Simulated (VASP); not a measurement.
# Re (P6_3/mmc) in VASP: further runs

Runs on Re. Level: PBEsol. Tasks: single point.

All numbers are computed with VASP 6.6.1; they aren't measurements. Logs are shortened: lines on timing, memory, paths and dates and some standing lists are left out, and cuts for length are marked.

**1. The cell of the first run**

It takes space group P6_3/mmc (No. 194, hexagonal). Conventional cell: a = 2.739 Å, b = 2.739 Å, c = 4.425 Å, α = 90.00°, β = 90.00°, γ = 120.00°. Within 3.6 Å of Re (site symmetry -6m2) lie 12 Re at 2.72 to 2.74 Å.

**2. Single point, PBEsol**

Input file INCAR:

```
SYSTEM = Re
  PREC = Accurate
  ENCUT = 520
  EDIFF = 1E-6
  ISMEAR = -1
  SIGMA = 0.05
  LREAL = .FALSE.
  LASPH = .TRUE.
  NELM = 100
  ALGO = Normal
  ISIF = 2
  LWAVE = .FALSE.
  LCHARG = .FALSE.
  GGA = PS
  NBANDS = 14
```

Input file KPOINTS:

```
Automatic mesh
0
G
  11 11 6
  0 0 0
```

Input file POSCAR:

```
Re
1.0
    2.7391062917      0.0000000000      0.0000000000
   -1.3695531458      2.3721356323      0.0000000000
    0.0000000000      0.0000000000      4.4246996644
Re
2
Direct
    0.6666666667      0.3333333333      0.7500000000
    0.3333333333      0.6666666667      0.2500000000
```

Potentials or basis: VASP PAW PBE potentials, release 64 (Re).

On the command line:

```bash
> cat potpaw_PBE.64/Re/POTCAR > POTCAR
> mpirun -np 1 vasp_std > vasp.out
```

OUTCAR:

```text
SYSTEM = Re
   PREC = Accurate
   ENCUT = 520
   EDIFF = 1E-6
   ISMEAR = -1
   LREAL = .FALSE.
   LASPH = .TRUE.
   NELM = 100
   ISIF = 2
   GGA = PS

 ion  position               nearest neighbor table
   1  0.667  0.333  0.750-   2 2.72   2 2.72   2 2.72   2 2.72   2 2.72   2 2.72
   2  0.333  0.667  0.250-   1 2.72   1 2.72   1 2.72   1 2.72   1 2.72   1 2.72

  LATTYP: Found a hexagonal cell.
 ALAT       =     2.7391062917
 C/A-ratio  =     1.6153807823

  Lattice vectors:

 A1 = (   2.7391062917,   0.0000000000,   0.0000000000)
 A2 = (  -1.3695531458,   2.3721356323,   0.0000000000)
 A3 = (   0.0000000000,   0.0000000000,   4.4246996644)

Analysis of symmetry for initial positions (statically):
=====================================================================
 Subroutine PRICEL returns:
 Original cell was already a primitive cell.

 Routine SETGRP: Setting up the symmetry group for a
 hexagonal supercell.

 Subroutine GETGRP returns: Found 24 space group operations
 (whereof 12 operations were pure point group operations)
 out of a pool of 24 trial point group operations.

The static configuration has the point symmetry D_3d.
 The point group associated with its full space group is D_6h.

Analysis of symmetry for dynamics (positions and initial velocities):
=====================================================================
 Subroutine PRICEL returns:
 Original cell was already a primitive cell.

 Routine SETGRP: Setting up the symmetry group for a
 hexagonal supercell.

 Subroutine GETGRP returns: Found 24 space group operations
 (whereof 12 operations were pure point group operations)
 out of a pool of 24 trial point group operations.

The dynamic configuration has the point symmetry D_3d.
 The point group associated with its full space group is D_6h.

 Subroutine INISYM returns: Found 24 space group operations
 (whereof 12 operations are pure point group operations),
 and found     1 'primitive' translations

----------------------------------------------------------------------------------------

                                     Primitive cell

  volume of cell :      28.7496

  direct lattice vectors                    reciprocal lattice vectors
     2.739106292  0.000000000  0.000000000     0.365082583  0.210780528  0.000000000
    -1.369553146  2.372135632  0.000000000     0.000000000  0.421561055  0.000000000
     0.000000000  0.000000000  4.424699664     0.000000000  0.000000000  0.226004040

  length of vectors
     2.739106292  2.739106292  4.424699664     0.421561055  0.421561055  0.226004040

  position of ions in fractional coordinates (direct lattice)
     0.666666667  0.333333333  0.750000000
     0.333333333  0.666666667  0.250000000

  ion indices of the primitive-cell ions
   primitive index   ion index
                 1           1
                 2           2

----------------------------------------------------------------------------------------

 KPOINTS: Automatic mesh

Automatic generation of k-mesh.
 Grid dimensions read from file:
 generate k-points for:   11   11    6

 Generating k-lattice:

  Cartesian coordinates                     Fractional coordinates (reciprocal lattice)
     0.033189326  0.019161866  0.000000000     0.090909091  0.000000000  0.000000000
     0.000000000  0.038323732  0.000000000     0.000000000  0.090909091  0.000000000
     0.000000000  0.000000000  0.037667340     0.000000000  0.000000000  0.166666667

  Length of vectors
     0.038323732  0.038323732  0.037667340

  Shift w.r.t. Gamma in fractional coordinates (k-lattice)
     0.000000000  0.000000000  0.000000000

 Subroutine IBZKPT returns following result:
 ===========================================

 Found     64 irreducible k-points:

 Following reciprocal coordinates:
            Coordinates               Weight
  0.000000  0.000000  0.000000      1.000000
  0.090909  0.000000  0.000000      6.000000
  0.181818  0.000000  0.000000      6.000000
  0.272727  0.000000  0.000000      6.000000
  0.363636 -0.000000  0.000000      6.000000
  0.454545  0.000000  0.000000      6.000000
[... 16 lines left out ...]
  0.090909  0.090909  0.166667     12.000000
  0.181818  0.090909  0.166667     24.000000
 [... further k-points ...]
   k-points           NKPTS =     64   k-points in BZ     NKDIM =     64   number of bands    NBANDS=     14
   number of dos      NEDOS =    301   number of ions     NIONS =      2
   total plane-waves  NPLWV =  14400
   dimension x,y,z NGX =    20 NGY =   20 NGZ =   36
   dimension x,y,z NGXF=    40 NGYF=   40 NGZF=   72
   ions per type =               2
   NGX,Y,Z   is equivalent  to a cutoff of  12.14, 12.14, 13.53 a.u.
   NGXF,Y,Z  is equivalent  to a cutoff of  24.28, 24.28, 27.05 a.u.
 SYSTEM =  Re
   PREC   = accura    normal or accurate (medium, high low for compatibility)
   ISTART =      0    job   : 0-new  1-cont  2-samecut
   ICHARG =      2    charge: 1-file 2-atom 10-const
   ISPIN  =      1    spin polarized calculation?
   LNONCOLLINEAR =      F non collinear calculations
   LSORBIT =      F    spin-orbit coupling
   LASPH  =      T    aspherical Exc in radial PAW
   ENCUT  =  520.0 eV  38.22 Ry    6.18 a.u.   5.09  5.09  8.23*2*pi/ulx,y,z
   NELM   =    100;   NELMIN=  2; NELMDL= -5     # of ELM steps
   EDIFF  = 0.1E-05   stopping-criterion for ELM
   LREAL  =      F    real-space projection
   EDIFFG = 0.1E-04   stopping-criterion for IOM
   NSW    =      0    number of steps for IOM
   IBRION =     -1    ionic relax: 0-MD 1-quasi-New 2-CG
   NFREE  =      0    steps in history (QN), initial steepest desc. (CG)
   ISIF   =      2    stress and relaxation
   ISYM   =      2    0-nonsym 1-usesym 2-fastsym
   POTIM  = 0.5000    time-step for ionic-motion
   TEBEG  =    0.0;   TEEND  =   0.0 temperature during run
   PSTRESS=    0.0 pullay stress
   NELECT =      14.0000    total number of electrons
   NUPDOWN=      -1.0000    fix difference up-down
   EMIN   =  10.00;   EMAX   =-10.00  energy-range for DOS
   EFERMI =   0.00;   METHOD = LEGACY
   ISMEAR =    -1;   SIGMA  =   0.05  broadening in eV -4-tet -1-fermi 0-gaus
   EFERMI_NEDOS =   21; number of points for ismear=-14 and -15
   IALGO  =     38    algorithm
   IMIX   =      4    mixing-type and parameters
     AMIX     =   0.40;   BMIX     =  1.00
     AMIX_MAG =   1.60;   BMIX_MAG =  1.00
  volume/ion in A,a.u.               =      14.37        97.01
  Fermi-wavevector in a.u.,A,eV,Ry     =   1.287973  2.433916 22.570359  1.658875
  Thomas-Fermi vector in A             =   2.419955
   LORBIT       =      0    0 simple, 1 ext, 2 COOP (PROOUT), +10 PAW based schemes
   GGA     = PS    functional components
   LHFCALC =     F    Hartree Fock is set to
   AEXX    =    0.0000 exact exchange contribution
   IVDW    =     0    specifies the selected vdW correction
   LEPSILON=     F    determine dielectric tensor
   LRPA    =     F    only Hartree local field effects (RPA)
 non-spin polarized calculation
  energy-cutoff  :      520.00
  volume of cell :       28.75
 maximum number of plane-waves:       786
   NGX = 11   NGY = 11   NGZ = 17

 number of electron      14.0000001 magnetization

 Free energy of the ion-electron system (eV)
  ---------------------------------------------------
  ext. energy  EPLUGINS =         0.00000000
  ---------------------------------------------------
  free energy    TOTEN  =       -26.73403392 eV

  energy without entropy =      -26.72099491  energy(sigma->0) =      -26.72751442

 E-fermi :   8.0177     XC(G=0): -13.9472

 val. band max:        7.9900293779   @ k =   0.1818   0.0000   0.1667
 cond. band min:       8.0701244522   @ k =   0.3636   0.1818   0.3333
 fundamental gap:      0.0800950742
 Fermi energy:         8.0176922485

 k-point     1 :       0.0000    0.0000    0.0000
  band No.  band energies     occupation
      1      -2.0517      2.00000
      2       1.1920      2.00000
      3       6.3597      2.00000
      4       6.3597      2.00000
      5       6.3601      2.00000
      6       7.2307      2.00000
      7       7.2307      2.00000
      8       8.1982      0.05263
      9       8.1982      0.05263
     10       8.6689      0.00000
     11      11.4877      0.00000
     12      11.4877      0.00000
     13      18.3170      0.00000
     14      22.2120      0.00000

 k-point     2 :       0.0909    0.0000    0.0000
  band No.  band energies     occupation
      1      -1.7062      2.00000
      2       1.5145      2.00000
      3       5.7034      2.00000
      4       6.6799      2.00000
      5       6.8684      2.00000
      6       7.0363      2.00000
      7       7.3709      2.00000
      8       7.5336      1.99988
      9       7.9358      1.67433
     10       8.1550      0.12062
     11      11.6653      0.00000
     12      12.8451      0.00000
     13      18.2990      0.00000
     14      22.9778      0.00000

 k-point     3 :       0.1818    0.0000    0.0000
  band No.  band energies     occupation
      1      -0.7555      2.00000
      2       2.2743      2.00000
      3       5.0154      2.00000
      4       5.6736      2.00000
      5       6.4048      2.00000
      6       7.3547      2.00000
      7       7.6098      1.99943
      8       7.7134      1.99546
      9       7.7442      1.99161
     10       8.4055      0.00086
     11      12.0119      0.00000
     12      15.1101      0.00000
     13      18.0861      0.00000
     14      24.5446      0.00000
[... 324 lines left out ...]
 k-point    23 :       0.0909    0.0909    0.1667
  band No.  band energies     occupation
      1      -0.7498      2.00000
      2       2.1432      2.00000
      3       5.1877      2.00000
      4       5.4391      2.00000
      5       6.3735      2.00000
      6       6.9122      2.00000
      7       7.1443      2.00000
      8       7.7315      1.99348
      9       8.4999      0.00013
     10       8.5398      0.00006
     11      11.7705      0.00000
     12      13.6070      0.00000
     13      19.5822      0.00000
     14      23.6982      0.00000

 k-point    24 :       0.1818    0.0909    0.1667
  band No.  band energies     occupation
      1       0.3234      2.00000
      2       2.9470      2.00000
      3       4.3352      2.00000
      4       4.6784      2.00000
      5       5.9833      2.00000
      6       6.7014      2.00000
      7       7.3363      2.00000
      8       8.3066      0.00617
      9       9.0475      0.00000
     10       9.4556      0.00000
     11      11.9121      0.00000
     12      15.0597      0.00000
     13      19.4672      0.00000
     14      24.2764      0.00000

 [... further k-points ...]
[... 5 lines left out ...]
  --------------------------------------------------------------------------------------
  -------------------------------------------------------------------------------------
  Total        0.9182029      0.9182029      0.8991723      0.0000000      0.0000000      0.0000000
  in kB       51.1701928     51.1701928     50.1096443      0.0000000      0.0000000      0.0000000
  external PRESSURE =      50.8166766 kB  Pullay stress =       0.0000000 kB

 VOLUME and BASIS-vectors are now :
 -----------------------------------------------------------------------------
  energy-cutoff  :      520.00
  volume of cell :       28.75
      direct lattice vectors                 reciprocal lattice vectors
     2.739106292  0.000000000  0.000000000     0.365082583  0.210780528  0.000000000
    -1.369553146  2.372135632  0.000000000     0.000000000  0.421561055  0.000000000
     0.000000000  0.000000000  4.424699664     0.000000000  0.000000000  0.226004040

 POSITION                                       TOTAL-FORCE (eV/Angst)
 -----------------------------------------------------------------------------------
      1.36955      0.79071      3.31852         0.000000     -0.000000      0.000000
     -0.00000      1.58142      1.10617        -0.000000      0.000000      0.000000
 -----------------------------------------------------------------------------------
    total drift:                               -0.000000      0.000000     -0.000000

  FREE ENERGIE OF THE ION-ELECTRON SYSTEM (eV)
  ---------------------------------------------------
  free  energy   TOTEN  =       -26.7340339249 eV

  energy  without entropy=      -26.7209949073  energy(sigma->0) =      -26.72751442
```

Run time: 25 s. Hardware: 1 thread of Intel Xeon 8259CL, shared host; peak memory 0.15 GiB.

What came out:

```
Free energy            : -26.7340 eV
Pressure               : 5.1 GPa
Band gap on the k mesh : zero (bands 7 and 8 overlap by 3.20 eV)
```

Levels at points of the mesh, in eV from the Fermi level:
```csv
k point,band 5,band 6,band 7,band 8,band 9,band 10
"(0.00, 0.00, 0.00)",-1.66,-0.79,-0.79,0.18,0.18,0.65
"(0.00, 0.00, 0.50)",-1.79,-1.79,-1.79,-1.79,2.63,2.63
```

Caveat: the cell stands under pressure; the PAW data sets were made with another functional, which shifts forces and pressure a little; spin-orbit coupling is left out, which moves the levels of the heavy elements.

**3. Single point, PBEsol**

This run uses another cell than the first one, of 14.20 Å³/atom.

Input file INCAR:

```
PREC = Accurate
ENCUT = 520
EDIFF = 1E-6
ISMEAR = -1
SIGMA = 0.05
LREAL = False
LASPH = True
NELM = 80
ALGO = Normal
ISIF = 2
LWAVE = False
LCHARG = False
GGA = PS
NBANDS = 14
```

Input file KPOINTS:

```
regular mesh
0
Gamma
  11 11 6
```

Input file POSCAR:

```
Re
1.0
    2.7281621103      0.0000000000      0.0000000000
   -1.3640810552      2.3626576932      0.0000000000
    0.0000000000      0.0000000000      4.4074972768
Re
2
Direct
    0.6666666667      0.3333333333      0.7500000000
    0.3333333333      0.6666666667      0.2500000000
```

Potentials or basis: VASP PAW PBE potentials, release 64 (Re).

On the command line:

```bash
> cat potpaw_PBE.64/Re/POTCAR > POTCAR
> mpirun -np 1 vasp_std > vasp.out
```

Wall time 26 s (1 thread of Intel Xeon 8259CL, shared host); peak memory 0.15 GiB.

It converged, with:

* Free energy: -26.7176 eV
* Pressure: 10.2 GPa
* Band gap on the k mesh: zero (bands 7 and 8 overlap by 3.27 eV)

Stress tensor (GPa, compression positive):
```
10.29  0.00  0.00
 0.00 10.29  0.00
 0.00  0.00 10.15
```

Levels at points of the mesh, in eV from the Fermi level:
| k point | band 3 | band 4 | band 5 | band 6 | band 7 | band 8 | band 9 | band 10 | band 11 | band 12 |
| --- | --- | --- | --- | --- | --- | --- | --- | --- | --- | --- |
| (0.00, 0.00, 0.00) | -1.69 | -1.69 | -1.69 | -0.81 | -0.81 | 0.18 | 0.18 | 0.68 | 3.52 | 3.52 |
| (0.00, 0.00, 0.50) | -2.51 | -2.51 | -1.83 | -1.83 | -1.83 | -1.83 | 2.68 | 2.68 | 2.68 | 2.68 |

Caveat: the cell stands under pressure; the PAW data sets were made with another functional, which shifts forces and pressure a little; spin-orbit coupling is left out, which moves the levels of the heavy elements.

[end of part 1 of 2]
